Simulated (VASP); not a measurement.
# Pt (Im-3m) in VASP: a series of runs

Runs on Pt. Level: LDA. Tasks: single point.

Everything below comes from runs of VASP 6.6.1. Logs are shortened: lines on timing, memory, paths and dates and some standing lists are left out, and cuts for length are marked.

### 1 The cell of the first run

The structure is cubic, space group Im-3m (No. 229). The conventional cell has a = 3.168 Å, b = 3.168 Å, c = 3.168 Å, α = 90.00°, β = 90.00°, γ = 90.00°. Within 3.6 Å of Pt (site symmetry m-3m) lie 14 Pt at 2.74 to 3.17 Å.

### 2 Single point, LDA

The input, INCAR:

```
SYSTEM = Pt
  PREC = Accurate
  ENCUT = 500
  EDIFF = 1E-6
  ISMEAR = 0
  SIGMA = 0.3
  LREAL = .False.
  LASPH = .True.
  NELM = 120
  ALGO = Normal
  ISIF = 2
  LWAVE = .False.
  LCHARG = .False.
  NBANDS = 11
  GGA_COMPAT = .False.
```

The input, KPOINTS:

```
regular mesh
0
Gamma
  3 3 3
  0 0 0
```

The input, POSCAR:

```
Pt
1.0
   -1.5842200000      1.5842200000      1.5842200000
    1.5842200000     -1.5842200000      1.5842200000
    1.5842200000      1.5842200000     -1.5842200000
Pt
1
Direct
    0.0000000000      0.0000000000      0.0000000000
```

Potentials or basis: VASP PAW LDA potentials, release 64 (Pt).

The run is started by

```bash
> cat potpaw_LDA.64/Pt/POTCAR > POTCAR
> mpirun -np 1 vasp_std > vasp.out
```

OUTCAR:

```text
SYSTEM = Pt
   PREC = Accurate
   ENCUT = 500
   EDIFF = 1E-6
   ISMEAR = 0
   LREAL = .False.
   LASPH = .True.
   NELM = 120
   ISIF = 2

 ion  position               nearest neighbor table
   1  0.000  0.000  0.000-

  LATTYP: Found a body centered cubic cell.
 ALAT       =     3.1684400000

  Lattice vectors:

 A1 = (  -1.5842200000,   1.5842200000,   1.5842200000)
 A2 = (   1.5842200000,  -1.5842200000,   1.5842200000)
 A3 = (   1.5842200000,   1.5842200000,  -1.5842200000)

Analysis of symmetry for initial positions (statically):
=====================================================================
 Subroutine PRICEL returns:
 Original cell was already a primitive cell.

 Routine SETGRP: Setting up the symmetry group for a
 body centered cubic supercell.

 Subroutine GETGRP returns: Found 48 space group operations
 (whereof 48 operations were pure point group operations)
 out of a pool of 48 trial point group operations.

The static configuration has the point symmetry O_h .

Analysis of symmetry for dynamics (positions and initial velocities):
=====================================================================
 Subroutine PRICEL returns:
 Original cell was already a primitive cell.

 Routine SETGRP: Setting up the symmetry group for a
 body centered cubic supercell.

 Subroutine GETGRP returns: Found 48 space group operations
 (whereof 48 operations were pure point group operations)
 out of a pool of 48 trial point group operations.

The dynamic configuration has the point symmetry O_h .

 Subroutine INISYM returns: Found 48 space group operations
 (whereof 48 operations are pure point group operations),
 and found     1 'primitive' translations

----------------------------------------------------------------------------------------

                                     Primitive cell

  volume of cell :      15.9040

  direct lattice vectors                    reciprocal lattice vectors
    -1.584220000  1.584220000  1.584220000     0.000000000  0.315612731  0.315612731
     1.584220000 -1.584220000  1.584220000     0.315612731  0.000000000  0.315612731
     1.584220000  1.584220000 -1.584220000     0.315612731  0.315612731  0.000000000

  length of vectors
     2.743949530  2.743949530  2.743949530     0.446343804  0.446343804  0.446343804

  position of ions in fractional coordinates (direct lattice)
     0.000000000  0.000000000  0.000000000

  ion indices of the primitive-cell ions
   primitive index   ion index
                 1           1

----------------------------------------------------------------------------------------

 KPOINTS: regular mesh

Automatic generation of k-mesh.
 Grid dimensions read from file:
 generate k-points for:    3    3    3

 Generating k-lattice:

  Cartesian coordinates                     Fractional coordinates (reciprocal lattice)
     0.000000000  0.105204244  0.105204244     0.333333333  0.000000000  0.000000000
     0.105204244  0.000000000  0.105204244     0.000000000  0.333333333  0.000000000
     0.105204244  0.105204244  0.000000000     0.000000000  0.000000000  0.333333333

  Length of vectors
     0.148781268  0.148781268  0.148781268

  Shift w.r.t. Gamma in fractional coordinates (k-lattice)
     0.000000000  0.000000000  0.000000000

 Subroutine IBZKPT returns following result:
 ===========================================

 Found      4 irreducible k-points:

 Following reciprocal coordinates:
            Coordinates               Weight
  0.000000  0.000000  0.000000      1.000000
  0.333333  0.000000  0.000000     12.000000
  0.333333  0.333333  0.000000      8.000000
 -0.333333  0.333333  0.333333      6.000000
   k-points           NKPTS =      4   k-points in BZ     NKDIM =      4   number of bands    NBANDS=     11
   number of dos      NEDOS =    301   number of ions     NIONS =      1
   total plane-waves  NPLWV =   8000
   dimension x,y,z NGX =    20 NGY =   20 NGZ =   20
   dimension x,y,z NGXF=    40 NGYF=   40 NGZF=   40
   ions per type =               1
   NGX,Y,Z   is equivalent  to a cutoff of  12.12, 12.12, 12.12 a.u.
   NGXF,Y,Z  is equivalent  to a cutoff of  24.23, 24.23, 24.23 a.u.
 SYSTEM =  Pt
   PREC   = accura    normal or accurate (medium, high low for compatibility)
   ISTART =      0    job   : 0-new  1-cont  2-samecut
   ICHARG =      2    charge: 1-file 2-atom 10-const
   ISPIN  =      1    spin polarized calculation?
   LNONCOLLINEAR =      F non collinear calculations
   LSORBIT =      F    spin-orbit coupling
   LASPH  =      T    aspherical Exc in radial PAW
   ENCUT  =  500.0 eV  36.75 Ry    6.06 a.u.   5.00  5.00  5.00*2*pi/ulx,y,z
   NELM   =    120;   NELMIN=  2; NELMDL= -5     # of ELM steps
   EDIFF  = 0.1E-05   stopping-criterion for ELM
   LREAL  =      F    real-space projection
   EDIFFG = 0.1E-04   stopping-criterion for IOM
   NSW    =      0    number of steps for IOM
   IBRION =     -1    ionic relax: 0-MD 1-quasi-New 2-CG
   NFREE  =      0    steps in history (QN), initial steepest desc. (CG)
   ISIF   =      2    stress and relaxation
   ISYM   =      2    0-nonsym 1-usesym 2-fastsym
   POTIM  = 0.5000    time-step for ionic-motion
   TEBEG  =    0.0;   TEEND  =   0.0 temperature during run
   PSTRESS=    0.0 pullay stress
   NELECT =      10.0000    total number of electrons
   NUPDOWN=      -1.0000    fix difference up-down
   EMIN   =  10.00;   EMAX   =-10.00  energy-range for DOS
   EFERMI =   0.00;   METHOD = LEGACY
   ISMEAR =     0;   SIGMA  =   0.30  broadening in eV -4-tet -1-fermi 0-gaus
   EFERMI_NEDOS =   21; number of points for ismear=-14 and -15
   IALGO  =     38    algorithm
   IMIX   =      4    mixing-type and parameters
     AMIX     =   0.40;   BMIX     =  1.00
     AMIX_MAG =   1.60;   BMIX_MAG =  1.00
  volume/ion in A,a.u.               =      15.90       107.33
  Fermi-wavevector in a.u.,A,eV,Ry     =   1.402510  2.650360 26.763132  1.967035
  Thomas-Fermi vector in A             =   2.525265
   LORBIT       =      0    0 simple, 1 ext, 2 COOP (PROOUT), +10 PAW based schemes
   GGA     = CA    functional components
   LHFCALC =     F    Hartree Fock is set to
   AEXX    =    0.0000 exact exchange contribution
   IVDW    =     0    specifies the selected vdW correction
   LEPSILON=     F    determine dielectric tensor
   LRPA    =     F    only Hartree local field effects (RPA)
 non-spin polarized calculation
 Gauss-broadening in eV      SIGMA  =   0.30
  energy-cutoff  :      500.00
  volume of cell :       15.90
 maximum number of plane-waves:       414
   NGX =  9   NGY =  9   NGZ =  9

 number of electron      10.0000000 magnetization

 Free energy of the ion-electron system (eV)
  ---------------------------------------------------
  ext. energy  EPLUGINS =         0.00000000
  ---------------------------------------------------
  free energy    TOTEN  =        -6.68405774 eV

  energy without entropy =       -6.49329053  energy(sigma->0) =       -6.58867414

 E-fermi :   9.3960     XC(G=0): -13.3884

 val. band max:        9.2578709533   @ k =  -0.3333   0.3333   0.3333
 cond. band min:       9.4845372186   @ k =   0.3333   0.0000   0.0000
 fundamental gap:      0.2266662653
 Fermi energy:         9.3959922562

 k-point     1 :       0.0000    0.0000    0.0000
  band No.  band energies     occupation
      1       0.4820      2.00000
      2       6.4514      2.00000
      3       6.4514      2.00000
      4       6.4514      2.00000
      5       8.9393      1.96867
      6       8.9393      1.96867
      7      27.0063      0.00000
      8      27.0063      0.00000
      9      27.0063      0.00000
     10      37.0185      0.00000
     11      37.0275      0.00000

 k-point     2 :       0.3333    0.0000    0.0000
  band No.  band energies     occupation
      1       3.2784      2.00000
      2       5.3608      2.00000
      3       7.2644      2.00000
      4       8.6726      1.99935
      5       9.1322      1.78632
      6       9.4845      0.67638
      7      20.9202      0.00000
      8      24.5509      0.00000
      9      28.5326      0.00000
     10      32.3604      0.00000
     11      33.2514      0.00000

 k-point     3 :       0.3333    0.3333    0.0000
  band No.  band energies     occupation
      1       4.6415      2.00000
      2       6.0733      2.00000
      3       6.0733      2.00000
      4       9.1642      1.72550
      5       9.1642      1.72550
      6      15.3993      0.00000
      7      17.6042      0.00000
      8      17.6042      0.00000
      9      26.3229      0.00000
     10      32.1860      0.00000
     11      32.1860      0.00000

 k-point     4 :      -0.3333    0.3333    0.3333
  band No.  band energies     occupation
      1       4.8617      2.00000
      2       4.9365      2.00000
      3       8.2143      2.00000
      4       8.2143      2.00000
      5       9.2579      1.48502
      6      11.7351      0.00000
      7      22.3659      0.00000
      8      22.3659      0.00000
      9      24.3591      0.00000
     10      28.2528      0.00000
     11      33.4240      0.00000

------------------------ aborting loop because EDIFF is reached ----------------------------------------

  FORCE on cell =-STRESS in cart. coord.  units (eV):
  Direction    XX          YY          ZZ          XY          YZ          ZX
  --------------------------------------------------------------------------------------
  -------------------------------------------------------------------------------------
  Total       -0.2816912     -0.2816912     -0.2816912     -0.0000000     -0.0000000      0.0000000
  in kB      -28.3777149    -28.3777149    -28.3777149     -0.0000000     -0.0000000      0.0000000
  external PRESSURE =     -28.3777149 kB  Pullay stress =       0.0000000 kB

 VOLUME and BASIS-vectors are now :
 -----------------------------------------------------------------------------
  energy-cutoff  :      500.00
  volume of cell :       15.90
      direct lattice vectors                 reciprocal lattice vectors
    -1.584220000  1.584220000  1.584220000     0.000000000  0.315612731  0.315612731
     1.584220000 -1.584220000  1.584220000     0.315612731  0.000000000  0.315612731
     1.584220000  1.584220000 -1.584220000     0.315612731  0.315612731  0.000000000

 POSITION                                       TOTAL-FORCE (eV/Angst)
 -----------------------------------------------------------------------------------
      0.00000      0.00000      0.00000        -0.000000     -0.000000      0.000000
 -----------------------------------------------------------------------------------
    total drift:                                0.000000     -0.000000      0.000000

  FREE ENERGIE OF THE ION-ELECTRON SYSTEM (eV)
  ---------------------------------------------------
  free  energy   TOTEN  =        -6.6840577397 eV

  energy  without entropy=       -6.4932905342  energy(sigma->0) =       -6.58867414
```

Run time: 2.6 s. Hardware: 1 thread of Intel Xeon 8259CL, shared host; peak memory 0.12 GiB.

What came out:

- Free energy: -6.6841 eV
- Pressure: -2.8 GPa
- Band gap on the k mesh: zero (band 5 reaches 9.26 eV, above the bottom of band 6 at 8.94 eV)

Levels at points of the mesh, in eV from the Fermi level:
| k point | band 2 | band 3 | band 4 | band 5 | band 6 | band 7 | band 8 | band 9 |
| --- | --- | --- | --- | --- | --- | --- | --- | --- |
| (0.00, 0.00, 0.00) | -2.94 | -2.94 | -2.94 | -0.46 | -0.46 | 17.61 | 17.61 | 17.61 |

Caveat: the k points lie up to 0.93 Å⁻¹ apart; spin-orbit coupling is left out, which moves the levels of the heavy elements.

### 3 Single point, LDA

The input, INCAR:

```
  ALGO = Normal
  EDIFF = 1E-6
  ENCUT = 500
  GGA_COMPAT = False
  ISIF = 2
  ISMEAR = 0
  LASPH = True
  LCHARG = False
  LREAL = False
  LWAVE = False
  NBANDS = 11
  NELM = 120
  PREC = Accurate
  SIGMA = 0.3
```

The input, KPOINTS:

```
k-points
0
Gamma
  5 5 5
```

POSCAR is that of step 2.

Potentials or basis: VASP PAW LDA potentials, release 64 (Pt).

The run is started by

```bash
> cat potpaw_LDA.64/Pt/POTCAR > POTCAR
> mpirun -np 1 vasp_std > vasp.out
```

OUTCAR:

```text
EDIFF = 1E-6
   ENCUT = 500
   ISIF = 2
   ISMEAR = 0
   LASPH = True
   LREAL = False
   NELM = 120
   PREC = Accurate

 ion  position               nearest neighbor table
   1  0.000  0.000  0.000-

  LATTYP: Found a body centered cubic cell.
 ALAT       =     3.1684400000

  Lattice vectors:

 A1 = (  -1.5842200000,   1.5842200000,   1.5842200000)
 A2 = (   1.5842200000,  -1.5842200000,   1.5842200000)
 A3 = (   1.5842200000,   1.5842200000,  -1.5842200000)

Analysis of symmetry for initial positions (statically):
=====================================================================
 Subroutine PRICEL returns:
 Original cell was already a primitive cell.

 Routine SETGRP: Setting up the symmetry group for a
 body centered cubic supercell.

 Subroutine GETGRP returns: Found 48 space group operations
 (whereof 48 operations were pure point group operations)
 out of a pool of 48 trial point group operations.

The static configuration has the point symmetry O_h .

Analysis of symmetry for dynamics (positions and initial velocities):
=====================================================================
[... 150 lines left out ...]
      1       0.4791      2.00000
      2       6.4514      2.00000
      3       6.4514      2.00000
      4       6.4514      2.00000
      5       8.9793      2.00000
      6       8.9793      2.00000
      7      27.0049      0.00000
      8      27.0049      0.00000
      9      27.0049      0.00000
     10      37.0287      0.00000
     11      37.0379      0.00000
[... 113 lines left out ...]
 k-point    10 :      -0.4000    0.4000    0.4000
  band No.  band energies     occupation
      1       4.3144      2.00000
      2       4.4131      2.00000
      3       9.3225      1.99897
      4       9.3225      1.99897
      5       9.9669      1.19273
      6      14.3268      0.00000
      7      19.6137      0.00000
      8      19.6137      0.00000
      9      24.5645      0.00000
     10      28.6872      0.00000
     11      29.9979      0.00000

------------------------ aborting loop because EDIFF is reached ----------------------------------------

  FORCE on cell =-STRESS in cart. coord.  units (eV):
  Direction    XX          YY          ZZ          XY          YZ          ZX
  --------------------------------------------------------------------------------------
  -------------------------------------------------------------------------------------
  Total       -1.2811195     -1.2811195     -1.2811195      0.0000000     -0.0000000      0.0000000
  in kB     -129.0606264   -129.0606264   -129.0606264      0.0000000     -0.0000000      0.0000000
  external PRESSURE =    -129.0606264 kB  Pullay stress =       0.0000000 kB

 VOLUME and BASIS-vectors are now :
 -----------------------------------------------------------------------------
  energy-cutoff  :      500.00
  volume of cell :       15.90
      direct lattice vectors                 reciprocal lattice vectors
    -1.584220000  1.584220000  1.584220000     0.000000000  0.315612731  0.315612731
     1.584220000 -1.584220000  1.584220000     0.315612731  0.000000000  0.315612731
     1.584220000  1.584220000 -1.584220000     0.315612731  0.315612731  0.000000000

 POSITION                                       TOTAL-FORCE (eV/Angst)
 -----------------------------------------------------------------------------------
      0.00000      0.00000      0.00000        -0.000000     -0.000000      0.000000
 -----------------------------------------------------------------------------------
    total drift:                                0.000000     -0.000000      0.000000

  FREE ENERGIE OF THE ION-ELECTRON SYSTEM (eV)
  ---------------------------------------------------
  free  energy   TOTEN  =        -7.2126882247 eV

  energy  without entropy=       -7.1591396255  energy(sigma->0) =       -7.18591393
```

OSZICAR:

```text
N       E                     dE             d eps       ncg     rms          rms(c)
DAV:   1     0.393515165026E+02    0.39352E+02   -0.53419E+03   228   0.816E+02
DAV:   2    -0.681192053622E+01   -0.46163E+02   -0.44090E+02   250   0.171E+02
DAV:   3    -0.763042230678E+01   -0.81850E+00   -0.81434E+00   267   0.211E+01
DAV:   4    -0.763410800803E+01   -0.36857E-02   -0.36856E-02   259   0.163E+00
DAV:   5    -0.763413933297E+01   -0.31325E-04   -0.31324E-04   259   0.135E-01    0.115E+01
DAV:   6    -0.725490496526E+01    0.37923E+00   -0.89079E-01   250   0.727E+00    0.597E+00
DAV:   7    -0.721682315303E+01    0.38082E-01   -0.12370E-01   250   0.265E+00    0.241E+00
DAV:   8    -0.721279610596E+01    0.40270E-02   -0.38395E-03   256   0.596E-01    0.453E-01
DAV:   9    -0.721268563901E+01    0.11047E-03   -0.49831E-05   253   0.688E-02    0.132E-02
DAV:  10    -0.721268820817E+01   -0.25692E-05   -0.11359E-06   234   0.709E-03    0.234E-03
DAV:  11    -0.721268822475E+01   -0.16578E-07   -0.33671E-08   143   0.160E-03
   1 F= -.72126882E+01 E0= -.71859139E+01  d E =-.535486E-01
```

Run time: 4.2 s. Hardware: 1 thread of Intel Xeon 8259CL, shared host; peak memory 0.12 GiB.

Results:

* Free energy: -7.2127 eV
* Pressure: -12.9 GPa
* Band gap on the k mesh: zero (band 5 reaches 10.12 eV, above the bottom of band 6 at 8.98 eV)

Caveat: the k points lie up to 0.56 Å⁻¹ apart; spin-orbit coupling is left out, which moves the levels of the heavy elements.

(Continued in part 2 of 2.)
